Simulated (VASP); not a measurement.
Input of a VASP 6.6.1 run:

INCAR

```
PREC = Accurate ; ENCUT = 520
EDIFF = 1E-6 ; ISMEAR = 0
SIGMA = 0.1 ; LREAL = F
LASPH = T ; NELM = 80
ALGO = Normal ; ISIF = 2
LWAVE = F ; LCHARG = T
GGA = PE ; LELF = T
LVHAR = T ; NBANDS = 10
```

The input KPOINTS:

```
regular mesh
0
Gamma
  6 6 4
```

POSCAR

```
Li
1.0
    4.7783103338     -0.0000000035      0.0000000000
   -2.3891551639      4.1381381380      0.0000000000
    0.0000000000      0.0000000000      5.8027903289
Li
2
Direct
    0.3333333333      0.6666666667      0.0000000000
    0.6666666667      0.3333333333      0.0000000000
```

Potentials or basis: VASP PAW PBE potentials, release 64 (Li_sv).

Command:

```sh
$ cat potpaw_PBE.64/Li_sv/POTCAR > POTCAR
$ mpirun -np 1 vasp_std > vasp.out
```

Q: What does it give for the band gap on the k mesh?

A: Zero (bands 3 and 4 overlap by 0.58 eV).
